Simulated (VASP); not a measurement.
## Zn3Se2S: relaxation of cell and atoms with PBE

The system is Zn3Se2S.

```
Zn Se S
1.0
     5.81962   -3.35996    0.00000
     5.81962    3.35996    0.00000
     0.00000    0.00000    6.34646
Zn Se S
6 4 2
Direct
  0.16667 0.50000 0.50000
  0.83333 0.16667 0.50000
  0.50000 0.83333 0.50000
  0.50000 0.16667 0.00000
  0.16667 0.83333 0.00000
  0.83333 0.50000 0.00000
  0.16667 0.50000 0.88500
  0.50000 0.83333 0.88500
  0.50000 0.16667 0.38500
  0.83333 0.50000 0.38500
  0.83333 0.16667 0.88500
  0.16667 0.83333 0.38500
```

```json
{
 "Program": "VASP 6.6.1",
 "Task": "relaxation of cell and atoms",
 "Functional": "PBE",
 "Potentials or basis": "VASP PAW PBE potentials, release 64 (Zn, Se, S)",
 "Cutoff": "500 eV",
 "k mesh": "3 × 3 × 4",
 "Occupations": "gaussian, width 0.1 eV",
 "Spin": "no spin polarisation",
 "Dipole correction": "no",
 "Further INCAR settings": "ALGO = Normal; EDIFF = 1e-07; IBRION = 2; EDIFFG = -0.04; NSW = 90; ISIF = 3"
}
```

The relaxed volume is 22.42 Å³/atom, the relaxed cell is a = 6.898 Å, b = 6.898 Å, c = 6.532 Å, α = 90.00°, β = 90.00°, γ = 59.97° and the space group after relaxing (to 0.1 Å) is Cmc2_1 (No. 36). The energy gained by relaxing is 55.9 meV/atom. The ionic steps are 9 and the pressure after relaxing is 0.0 GPa. The largest force after relaxing is 0.025 eV/Å and the band gap on the k mesh is 1.46 eV.

Forces on the atoms (eV/Å):
```
Zn  -0.007 -0.002 -0.011
Zn   0.000  0.015  0.020
Zn   0.007 -0.002 -0.011
Zn  -0.007  0.002 -0.011
Zn   0.000 -0.015  0.020
Zn   0.007  0.002 -0.011
Se   0.000 -0.002 -0.010
Se   0.000 -0.002 -0.010
Se   0.000  0.002 -0.010
Se   0.000  0.002 -0.010
S    0.000  0.006  0.021
S    0.000 -0.006  0.021
```

The path:
```
step  energy change (eV)  largest force (eV/Å)  pressure (GPa)  volume (Å³)
   1              0.0000                1.0529            6.49       248.19
   2             -0.5233                0.3892           -1.97       279.52
   3             -0.5618                0.5041           -0.50       272.27
   4             -0.6168                0.3575           -0.28       271.03
   5             -0.6654                0.1381            0.25       268.18
   6             -0.6657                0.1362            0.20       268.41
   7             -0.6700                0.0531           -0.11       269.73
   8             -0.6702                0.0414           -0.18       270.04
   9             -0.6713                0.0251            0.04       269.09
```

Final structure:
```
Zn Se S
1.0
     5.97508   -3.44740    0.00000
     5.97508    3.44740    0.00000
     0.00000    0.00000    6.53186
Zn Se S
6 4 2
Direct
  0.16663 0.51254 0.50049
  0.84544 0.15456 0.51480
  0.48746 0.83337 0.50049
  0.51254 0.16663 0.00049
  0.15456 0.84544 0.01480
  0.83337 0.48746 0.00049
  0.16655 0.50337 0.88024
  0.49663 0.83345 0.88024
  0.50337 0.16655 0.38024
  0.83345 0.49663 0.38024
  0.83710 0.16290 0.87874
  0.16290 0.83710 0.37874
```

Levels at points of the mesh, in eV from the valence-band top:
| k point | band 50 | band 51 | band 52 | band 53 | band 54 | band 55 | band 56 | band 57 | band 58 | band 59 |
| --- | --- | --- | --- | --- | --- | --- | --- | --- | --- | --- |
| (0.00, 0.00, 0.00) | -0.86 | -0.82 | -0.07 | -0.01 | 0.00 | 1.46 | 2.51 | 4.09 | 4.09 | 5.36 |
| (0.00, 0.00, 0.50) | -1.09 | -0.44 | -0.44 | -0.43 | -0.43 | 2.95 | 2.95 | 3.90 | 3.90 | 4.00 |

It took 46 min on 1 thread of Intel Xeon 8259CL, with other jobs on the host, peak memory 0.45 GiB.
